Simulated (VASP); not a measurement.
# W (Im-3m) in VASP: notebook

W is run at these levels: PBEsol; tasks: single point, relaxation of cell and atoms.

Everything below comes from runs of VASP 6.6.1. Logs are shortened: lines on timing, memory, paths and dates and some standing lists are left out, and cuts for length are marked.

## (1) The cell of the first run

The structure is cubic, space group Im-3m (No. 229). Conventional cell: a = 3.070 Å, b = 3.070 Å, c = 3.070 Å, α = 90.00°, β = 90.00°, γ = 90.00°. W (site symmetry m-3m) has 14 W at 2.66 to 3.07 Å within 3.5 Å.

## (2) Single point, PBEsol

Contents of INCAR:

```
PREC = Accurate
ENCUT = 520
EDIFF = 1E-6
ISMEAR = -1
SIGMA = 0.1
LREAL = False
LASPH = True
NELM = 80
ALGO = Normal
ISIF = 2
LWAVE = False
LCHARG = False
GGA = PS
NBANDS = 13
```

Contents of KPOINTS:

```
regular mesh
0
Gamma
  18 18 18
```

Contents of POSCAR:

```
W
1.0
   -1.5351475420      1.5351475420      1.5351475420
    1.5351475420     -1.5351475420      1.5351475420
    1.5351475420      1.5351475420     -1.5351475420
W
1
Direct
    0.0000000000      0.0000000000      0.0000000000
```

Potentials or basis: VASP PAW PBE potentials, release 64 (W_sv).

Run with:

```console
cat potpaw_PBE.64/W_sv/POTCAR > POTCAR
mpirun -np 1 vasp_std > vasp.out
```

OUTCAR:

```text
PREC = Accurate
   ENCUT = 520
   EDIFF = 1E-6
   ISMEAR = -1
   LREAL = False
   LASPH = True
   NELM = 80
   ISIF = 2
   GGA = PS

 ion  position               nearest neighbor table
   1  0.000  0.000  0.000-

  LATTYP: Found a body centered cubic cell.
 ALAT       =     3.0702950840

  Lattice vectors:

 A1 = (  -1.5351475420,   1.5351475420,   1.5351475420)
 A2 = (   1.5351475420,  -1.5351475420,   1.5351475420)
 A3 = (   1.5351475420,   1.5351475420,  -1.5351475420)

Analysis of symmetry for initial positions (statically):
=====================================================================
 Subroutine PRICEL returns:
 Original cell was already a primitive cell.

 Routine SETGRP: Setting up the symmetry group for a
 body centered cubic supercell.

 Subroutine GETGRP returns: Found 48 space group operations
 (whereof 48 operations were pure point group operations)
 out of a pool of 48 trial point group operations.

The static configuration has the point symmetry O_h .

Analysis of symmetry for dynamics (positions and initial velocities):
=====================================================================
 Subroutine PRICEL returns:
 Original cell was already a primitive cell.

 Routine SETGRP: Setting up the symmetry group for a
 body centered cubic supercell.

 Subroutine GETGRP returns: Found 48 space group operations
 (whereof 48 operations were pure point group operations)
 out of a pool of 48 trial point group operations.

The dynamic configuration has the point symmetry O_h .

 Subroutine INISYM returns: Found 48 space group operations
 (whereof 48 operations are pure point group operations),
 and found     1 'primitive' translations

----------------------------------------------------------------------------------------

                                     Primitive cell

  volume of cell :      14.4714

  direct lattice vectors                    reciprocal lattice vectors
    -1.535147542  1.535147542  1.535147542     0.000000000  0.325701593  0.325701593
     1.535147542 -1.535147542  1.535147542     0.325701593  0.000000000  0.325701593
     1.535147542  1.535147542 -1.535147542     0.325701593  0.325701593  0.000000000

  length of vectors
     2.658953540  2.658953540  2.658953540     0.460611610  0.460611610  0.460611610

  position of ions in fractional coordinates (direct lattice)
     0.000000000  0.000000000  0.000000000

  ion indices of the primitive-cell ions
   primitive index   ion index
                 1           1

----------------------------------------------------------------------------------------

 KPOINTS: regular mesh

Automatic generation of k-mesh.
 Grid dimensions read from file:
 generate k-points for:   18   18   18

 Generating k-lattice:

  Cartesian coordinates                     Fractional coordinates (reciprocal lattice)
     0.000000000  0.018094533  0.018094533     0.055555556  0.000000000  0.000000000
     0.018094533  0.000000000  0.018094533     0.000000000  0.055555556  0.000000000
     0.018094533  0.018094533  0.000000000     0.000000000  0.000000000  0.055555556

  Length of vectors
     0.025589534  0.025589534  0.025589534

  Shift w.r.t. Gamma in fractional coordinates (k-lattice)
     0.000000000  0.000000000  0.000000000

 Subroutine IBZKPT returns following result:
 ===========================================

 Found    195 irreducible k-points:

 Following reciprocal coordinates:
            Coordinates               Weight
  0.000000  0.000000  0.000000      1.000000
  0.055556  0.000000  0.000000     12.000000
  0.111111  0.000000  0.000000     12.000000
  0.166667  0.000000  0.000000     12.000000
  0.222222  0.000000  0.000000     12.000000
  0.277778  0.000000  0.000000     12.000000
[... 16 lines left out ...]
  0.333333  0.111111  0.000000     48.000000
  0.388889  0.111111  0.000000     48.000000
 [... further k-points ...]
   k-points           NKPTS =    195   k-points in BZ     NKDIM =    195   number of bands    NBANDS=     13
   number of dos      NEDOS =    301   number of ions     NIONS =      1
   total plane-waves  NPLWV =   8000
   dimension x,y,z NGX =    20 NGY =   20 NGZ =   20
   dimension x,y,z NGXF=    40 NGYF=   40 NGZF=   40
   ions per type =               1
   NGX,Y,Z   is equivalent  to a cutoff of  12.50, 12.50, 12.50 a.u.
   NGXF,Y,Z  is equivalent  to a cutoff of  25.01, 25.01, 25.01 a.u.
 SYSTEM =  unknown system
   PREC   = accura    normal or accurate (medium, high low for compatibility)
   ISTART =      0    job   : 0-new  1-cont  2-samecut
   ICHARG =      2    charge: 1-file 2-atom 10-const
   ISPIN  =      1    spin polarized calculation?
   LNONCOLLINEAR =      F non collinear calculations
   LSORBIT =      F    spin-orbit coupling
   LASPH  =      T    aspherical Exc in radial PAW
   ENCUT  =  520.0 eV  38.22 Ry    6.18 a.u.   4.94  4.94  4.94*2*pi/ulx,y,z
   NELM   =     80;   NELMIN=  2; NELMDL= -5     # of ELM steps
   EDIFF  = 0.1E-05   stopping-criterion for ELM
   LREAL  =      F    real-space projection
   EDIFFG = 0.1E-04   stopping-criterion for IOM
   NSW    =      0    number of steps for IOM
   IBRION =     -1    ionic relax: 0-MD 1-quasi-New 2-CG
   NFREE  =      0    steps in history (QN), initial steepest desc. (CG)
   ISIF   =      2    stress and relaxation
   ISYM   =      2    0-nonsym 1-usesym 2-fastsym
   POTIM  = 0.5000    time-step for ionic-motion
   TEBEG  =    0.0;   TEEND  =   0.0 temperature during run
   PSTRESS=    0.0 pullay stress
   NELECT =      14.0000    total number of electrons
   NUPDOWN=      -1.0000    fix difference up-down
   EMIN   =  10.00;   EMAX   =-10.00  energy-range for DOS
   EFERMI =   0.00;   METHOD = LEGACY
   ISMEAR =    -1;   SIGMA  =   0.10  broadening in eV -4-tet -1-fermi 0-gaus
   EFERMI_NEDOS =   21; number of points for ismear=-14 and -15
   IALGO  =     38    algorithm
   IMIX   =      4    mixing-type and parameters
     AMIX     =   0.40;   BMIX     =  1.00
     AMIX_MAG =   1.60;   BMIX_MAG =  1.00
  volume/ion in A,a.u.               =      14.47        97.66
  Fermi-wavevector in a.u.,A,eV,Ry     =   1.619126  3.059705 35.668624  2.621570
  Thomas-Fermi vector in A             =   2.713278
   LORBIT       =      0    0 simple, 1 ext, 2 COOP (PROOUT), +10 PAW based schemes
   GGA     = PS    functional components
   LHFCALC =     F    Hartree Fock is set to
   AEXX    =    0.0000 exact exchange contribution
   IVDW    =     0    specifies the selected vdW correction
   LEPSILON=     F    determine dielectric tensor
   LRPA    =     F    only Hartree local field effects (RPA)
 non-spin polarized calculation
  energy-cutoff  :      520.00
  volume of cell :       14.47
 maximum number of plane-waves:       402
   NGX =  9   NGY =  9   NGZ =  9

 number of electron      13.9999995 magnetization

 Free energy of the ion-electron system (eV)
  ---------------------------------------------------
  ext. energy  EPLUGINS =         0.00000000
  ---------------------------------------------------
  free energy    TOTEN  =       -13.69152985 eV

  energy without entropy =      -13.67364096  energy(sigma->0) =      -13.68258540

 E-fermi :  12.6414     XC(G=0): -14.2845

 val. band max:       12.6285144666   @ k =  -0.2778   0.3333   0.2222
 cond. band min:      12.6507601913   @ k =  -0.1667   0.1667   0.1111
 fundamental gap:      0.0222457247
 Fermi energy:        12.6414039185

 k-point     1 :       0.0000    0.0000    0.0000
  band No.  band energies     occupation
      1     -61.4024      2.00000
      2     -24.7993      2.00000
      3     -24.7993      2.00000
      4     -24.7993      2.00000
      5       2.4908      2.00000
      6      11.2346      2.00000
      7      11.2346      2.00000
      8      11.2346      2.00000
      9      15.0910      0.00000
     10      15.0910      0.00000
     11      27.3751      0.00000
     12      27.3751      0.00000
     13      27.3751      0.00000

 k-point     2 :       0.0556    0.0000    0.0000
  band No.  band energies     occupation
      1     -61.3964      2.00000
      2     -24.8573      2.00000
      3     -24.8169      2.00000
      4     -24.7997      2.00000
      5       2.6596      2.00000
      6      11.1289      2.00000
      7      11.2111      2.00000
      8      11.3982      1.99999
      9      14.9133      0.00000
     10      15.0901      0.00000
     11      27.5263      0.00000
     12      27.6583      0.00000
     13      27.8209      0.00000

 k-point     3 :       0.1111    0.0000    0.0000
  band No.  band energies     occupation
      1     -61.3791      2.00000
      2     -25.0220      2.00000
      3     -24.8672      2.00000
      4     -24.8010      2.00000
      5       3.1437      2.00000
      6      10.8379      2.00000
      7      11.1091      2.00000
      8      11.8835      1.99898
      9      14.5426      0.00000
     10      15.0972      0.00000
     11      27.9163      0.00000
     12      28.4799      0.00000
     13      28.9706      0.00000
[... 305 lines left out ...]
 k-point    23 :       0.3333    0.1111    0.0000
  band No.  band energies     occupation
      1     -61.2177      2.00000
      2     -26.3140      2.00000
      3     -25.3482      2.00000
      4     -24.8884      2.00000
      5       6.3040      2.00000
      6       8.9356      2.00000
      7      11.3861      1.99999
      8      14.7971      0.00000
      9      16.1557      0.00000
     10      18.7484      0.00000
     11      25.6443      0.00000
     12      26.9450      0.00000
     13      31.9937      0.00000

 k-point    24 :       0.3889    0.1111    0.0000
  band No.  band energies     occupation
      1     -61.2011      2.00000
      2     -26.4316      2.00000
      3     -25.4058      2.00000
      4     -24.8910      2.00000
      5       6.2363      2.00000
      6       8.7790      2.00000
      7      12.2215      1.97043
      8      14.8996      0.00000
      9      16.4392      0.00000
     10      19.9427      0.00000
     11      24.8444      0.00000
     12      25.7855      0.00000
     13      30.9025      0.00000

 [... further k-points ...]
[... 5 lines left out ...]
  --------------------------------------------------------------------------------------
  -------------------------------------------------------------------------------------
  Total        2.9076681      2.9076681      2.9076681     -0.0000000      0.0000000     -0.0000000
  in kB      321.9178492    321.9178492    321.9178492     -0.0000000      0.0000000     -0.0000000
  external PRESSURE =     321.9178492 kB  Pullay stress =       0.0000000 kB

 VOLUME and BASIS-vectors are now :
 -----------------------------------------------------------------------------
  energy-cutoff  :      520.00
  volume of cell :       14.47
      direct lattice vectors                 reciprocal lattice vectors
    -1.535147542  1.535147542  1.535147542     0.000000000  0.325701593  0.325701593
     1.535147542 -1.535147542  1.535147542     0.325701593  0.000000000  0.325701593
     1.535147542  1.535147542 -1.535147542     0.325701593  0.325701593  0.000000000

 POSITION                                       TOTAL-FORCE (eV/Angst)
 -----------------------------------------------------------------------------------
      0.00000      0.00000      0.00000         0.000000      0.000000     -0.000000
 -----------------------------------------------------------------------------------
    total drift:                                0.000000     -0.000000      0.000000

  FREE ENERGIE OF THE ION-ELECTRON SYSTEM (eV)
  ---------------------------------------------------
  free  energy   TOTEN  =       -13.6915298484 eV

  energy  without entropy=      -13.6736409580  energy(sigma->0) =      -13.68258540
```

It took 29 s on 1 thread of AMD EPYC 7R43 (Zen 3), shared host; peak memory 0.11 GiB.

What came out:

| Item | Value |
| --- | --- |
| Free energy | -13.6915 eV |
| Pressure | 32.2 GPa |
| Band gap on the k mesh | zero (band 7 reaches 18.51 eV, above the bottom of band 8 at 11.23 eV) |

Caveat: the PAW data sets were made with another functional, which shifts forces and pressure a little; spin-orbit coupling is left out, which moves the levels of the heavy elements.

## (3) Single point, PBEsol

Contents of INCAR:

```
PREC = Accurate
ENCUT = 520
EDIFF = 1E-6
ISMEAR = -1
SIGMA = 0.1
LREAL = F
LASPH = T
NELM = 60
ALGO = Normal
ISIF = 2
LWAVE = F
LCHARG = F
GGA = PS
NBANDS = 13
```

Contents of KPOINTS:

```
Automatic mesh
0
Gamma
  18 18 18
```

Contents of POSCAR:

```
W
1.0
   -1.5350446047      1.5350446047      1.5350446047
    1.5350446047     -1.5350446047      1.5350446047
    1.5350446047      1.5350446047     -1.5350446047
W
1
Direct
    0.0000000000      0.0000000000      0.0000000000
```

Potentials or basis: VASP PAW PBE potentials, release 64 (W_sv).

Run with:

```console
cat potpaw_PBE.64/W_sv/POTCAR > POTCAR
mpirun -np 1 vasp_std > vasp.out
```

Wall time 30 s (1 thread of AMD EPYC 7R43 (Zen 3), shared host); peak memory 0.11 GiB.

Results (log left out):

- Free energy: -13.6909 eV
- Pressure: 32.3 GPa
- Band gap on the k mesh: zero (band 7 reaches 18.52 eV, above the bottom of band 8 at 11.24 eV)

Levels at points of the mesh, in eV from the Fermi level:
```tsv
k point	band 3	band 4	band 5	band 6	band 7	band 8	band 9	band 10	band 11	band 12
(0.00, 0.00, 0.00)	-37.44	-37.44	-10.15	-1.41	-1.41	-1.41	2.45	2.45	14.73	14.73
(0.50, 0.00, 0.00)	-38.00	-37.46	-6.92	-4.05	1.07	2.41	3.51	7.03	11.73	12.65
(0.50, 0.50, 0.50)	-38.64	-38.64	-6.64	-6.64	5.87	5.87	5.87	9.04	9.04	9.04
```

Caveat: the PAW data sets were made with another functional, which shifts forces and pressure a little; spin-orbit coupling is left out, which moves the levels of the heavy elements.

## (4) Relaxation of cell and atoms, PBEsol, target pressure 31 GPa, at which the enthalpy is minimised

Contents of INCAR:

```
SYSTEM = W
  PREC = Accurate
  ENCUT = 600
  EDIFF = 1E-6
  ISMEAR = -1
  SIGMA = 0.1
  LREAL = .False.
  LASPH = .True.
  NELM = 80
  ALGO = Normal
  ISIF = 3
  LWAVE = .False.
  LCHARG = .False.
  GGA = PS
  IBRION = 2
  NSW = 32
  EDIFFG = -0.005
  PSTRESS = 310.0
```

Contents of KPOINTS:

```
regular mesh
0
Gamma
  18 18 18
  0 0 0
```

Contents of POSCAR:

```
W
1.0
   -1.5351475420      1.5351475420      1.5351475420
    1.5351475420     -1.5351475420      1.5351475420
    1.5351475420      1.5351475420     -1.5351475420
W
1
Direct
    0.0000000000      0.0000000000      0.0000000000
```

Run with:

```console
cat potpaw_PBE.64/W_sv/POTCAR > POTCAR
mpirun -np 1 vasp_std > vasp.out
```

Wall time 19 s (1 thread of Intel Xeon 6975P-C (Granite Rapids), shared host); peak memory 0.17 GiB.

It converged, with:

```
Free energy                                            : -13.6997 eV
Relaxed volume                                         : 14.51 Å³/atom
Relaxed cell                                           : a = 2.661 Å, b = 2.661 Å, c = 2.661 Å, α = 109.47°, β = 109.47°, γ = 109.47°
Space group after relaxing (to 0.05 Å)                 : Im-3m (No. 229)
Energy change on relaxing (the enthalpy is what falls) : -8.0 meV/atom
Ionic steps                                            : 3
Pressure after relaxing                                : 31.0 GPa
Band gap on the k mesh                                 : zero (band 7 reaches 18.44 eV, above the bottom of band 8 at 11.20 eV)
```

The path:
| step | energy change (eV) | largest force (eV/Å) | pressure (GPa) | volume (Å³) |
| --- | --- | --- | --- | --- |
| 1 | 0.0000 | 0.0000 | 32.25 | 14.47 |
| 2 | -0.0425 | 0.0000 | 25.10 | 14.71 |
| 3 | -0.0080 | 0.0000 | 30.99 | 14.51 |

Final structure:
```
W
1.0
    -1.53658    1.53658    1.53658
     1.53658   -1.53658    1.53658
     1.53658    1.53658   -1.53658
W
1
Direct
  0.00000 0.00000 0.00000
```

Levels at points of the mesh, in eV from the Fermi level:
```
           k point  band 3  band 4  band 5  band 6  band 7  band 8  band 9  band 10  band 11
(0.00, 0.00, 0.00)  -37.45  -37.45  -10.14   -1.40   -1.40   -1.40    2.44     2.44    14.73
(0.50, 0.00, 0.00)  -38.00  -37.46   -6.90   -4.03    1.06    2.41    3.50     7.00    11.72
(0.50, 0.50, 0.50)  -38.64  -38.64   -6.61   -6.61    5.85    5.85    5.85     9.01     9.01
```

Caveat: the cell is relaxed towards a set pressure, so the enthalpy falls and the energy may rise; the PAW data sets were made with another functional, which shifts forces and pressure a little; spin-orbit coupling is left out, which moves the levels of the heavy elements.

## (5) Relaxation of cell and atoms, PBEsol, target pressure 31 GPa, at which the enthalpy is minimised

This run uses another cell than the first one, of 14.66 Å³/atom, 1.013 times its volume.

Contents of INCAR:

```
PREC     = Accurate       # precision mode
ENCUT    = 600            # plane-wave cutoff, eV
EDIFF    = 1E-7           # SCF threshold, eV
ISMEAR   = -1             # smearing method
SIGMA    = 0.1            # smearing width, eV
LREAL    = F              # projectors in reciprocal space
LASPH    = T              # aspherical terms in the spheres
NELM     = 80             # most SCF steps
ALGO     = Normal         # electronic algorithm
ISIF     = 3              # what is computed and relaxed
LWAVE    = F              # write WAVECAR
LCHARG   = F              # write CHGCAR
GGA      = PS             # functional
IBRION   = 2              # ionic algorithm
NSW      = 60             # ionic steps
EDIFFG   = -0.005         # ionic threshold
PSTRESS  = 310.0
```

Contents of KPOINTS:

```
regular mesh
0
Gamma
  18 18 18
```

Contents of POSCAR:

```
W
1.0
   -1.5418896847      1.5418896847      1.5418896847
    1.5418896847     -1.5418896847      1.5418896847
    1.5418896847      1.5418896847     -1.5418896847
W
1
Direct
    0.0000000000      0.0000000000      0.0000000000
```

Run with:

```console
cat potpaw_PBE.64/W_sv/POTCAR > POTCAR
mpirun -np 1 vasp_std > vasp.out
```

Run time: 27 s. Hardware: 1 thread of Intel Xeon 6975P-C (Granite Rapids), shared host; peak memory 0.18 GiB.

The run converged. Its results:

| Item | Value |
| --- | --- |
| Free energy | -13.6998 eV |
| Relaxed volume | 14.51 Å³/atom |
| Relaxed cell | a = 2.661 Å, b = 2.661 Å, c = 2.661 Å, α = 109.47°, β = 109.47°, γ = 109.47° |
| Space group after relaxing (to 0.05 Å) | Im-3m (No. 229) |
| Energy change on relaxing (the enthalpy is what falls) | +27.0 meV/atom |
| Ionic steps | 4 |
| Pressure after relaxing | 31.0 GPa |
| Band gap on the k mesh | zero (band 7 reaches 18.44 eV, above the bottom of band 8 at 11.20 eV) |

The path:
```
step  energy change (eV)  largest force (eV/Å)  pressure (GPa)  volume (Å³)
   1              0.0000                0.0000           26.45        14.66
   2              0.2187                0.0000           55.86        13.80
   3              0.0263                0.0000           30.89        14.52
   4              0.0270                0.0000           31.00        14.51
```

Final structure:
```yaml
crystal:
  lattice:
    - [-1.53659, 1.53659, 1.53659]
    - [1.53659, -1.53659, 1.53659]
    - [1.53659, 1.53659, -1.53659]
  atoms:
    - { symbol: W, position: [0.00000, 0.00000, 0.00000] }
```

Levels at points of the mesh, in eV from the Fermi level:
```tsv
k point	band 3	band 4	band 5	band 6	band 7	band 8	band 9	band 10	band 11
(0.00, 0.00, 0.00)	-37.45	-37.45	-10.13	-1.40	-1.40	-1.40	2.44	2.44	14.73
(0.50, 0.00, 0.00)	-38.00	-37.46	-6.90	-4.03	1.06	2.41	3.50	7.00	11.72
(0.50, 0.50, 0.50)	-38.64	-38.64	-6.61	-6.61	5.85	5.85	5.85	9.01	9.01
```

Caveat: the cell is relaxed towards a set pressure, so the enthalpy falls and the energy may rise; the PAW data sets were made with another functional, which shifts forces and pressure a little; spin-orbit coupling is left out, which moves the levels of the heavy elements.

## (6) Overview

```csv
task,cell,cutoff (eV),gap on the mesh (eV),pressure (GPa)
single point,"a = 2.659 Å, angles 109.5°, 1 atom",520,none,32.3
relaxation of cell and atoms,"relaxed to 31 GPa from a = 2.659 Å, angles 109.5°, 1 atom",600,none,31.0
relaxation of cell and atoms,"relaxed to 31 GPa from a = 2.671 Å, angles 109.5°, 1 atom",600,none,31.0
```

Alike in all rows: level PBEsol; potentials or basis VASP PAW PBE potentials, release 64 (W_sv); no spin polarisation; k mesh 18 × 18 × 18; smearing fermi-dirac 0.1 eV.

Caveats: the PAW data sets were made with another functional, which shifts forces and pressure a little; spin-orbit coupling is left out, which moves the levels of the heavy elements; the cell is relaxed towards a set pressure, so the enthalpy falls and the energy may rise (some runs).

Absolute energies hang on the potentials; compare differences alone.
